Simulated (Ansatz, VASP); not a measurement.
## Pb: VASP beside Ansatz

```
Pb
1.0
     3.56563    0.00000    0.00000
     1.78282    3.08793    0.00000
     1.78282    1.02931    2.91133
Pb
1
Direct
  0.00000 0.00000 0.00000
```

Alike in both runs: functional PBE; k mesh 8 × 8 × 8; occupations methfessel-paxton of order 1, width 0.1 eV; no spin polarisation.

Ansatz relaxed the structure, and its values are those at the end. VASP's run is a single point on that final structure, the one shown.

|  | VASP | Ansatz |
| --- | --- | --- |
| version | VASP 6.6.1 | Ansatz 0.2.0 |
| potentials or method | VASP PAW PBE potentials, release 64 (Pb_d) | plane waves, PAW |
| plane-wave cutoff (eV) | 500 | 420 |
| valence electrons in the cell | 14 | 14 |

|  | VASP | Ansatz | Ansatz less VASP |
| --- | --- | --- | --- |
| pressure (GPa) | -0.1 | 0.0 | +0.05 |

Spin-orbit coupling is off throughout.
